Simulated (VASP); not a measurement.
Mo:

```xyz
1
Lattice="-1.5713 1.5713 1.5713 1.5713 -1.5713 1.5713 1.5713 1.5713 -1.5713" Properties=species:S:1:pos:R:3 pbc="T T T"
Mo    0.0000    0.0000    0.0000
```

- Program: VASP 6.6.1
- Task: relaxation of cell and atoms
- Functional: PBE
- Potentials or basis: VASP PAW PBE potentials, release 64 (Mo_sv)
- Cutoff: 600 eV
- k mesh: 16 × 16 × 16
- Occupations: fermi-dirac, width 0.03 eV
- Spin: no spin polarisation

At the start: pressure 4.9 GPa; volume 15.52 Å³/atom.

Question: How do energy, volume and symmetry change on relaxing?

Answer: Over 4 steps the energy falls by 4.3 meV/atom and the volume is 15.80 Å³/atom (+1.8 %); space group Im-3m (No. 229, to 0.05 Å).

Step by step:
```csv
step,energy change (eV),largest force (eV/Å),pressure (GPa),volume (Å³)
1,0.0000,0.0000,4.94,15.52
2,0.0269,0.0000,-11.76,16.62
3,-0.0043,0.0000,-0.09,15.81
4,-0.0043,0.0000,0.01,15.80
```

Final structure:
```xyz
1
Lattice="-1.5808 1.5808 1.5808 1.5808 -1.5808 1.5808 1.5808 1.5808 -1.5808" Properties=species:S:1:pos:R:3 pbc="T T T"
Mo    0.0000    0.0000    0.0000
```
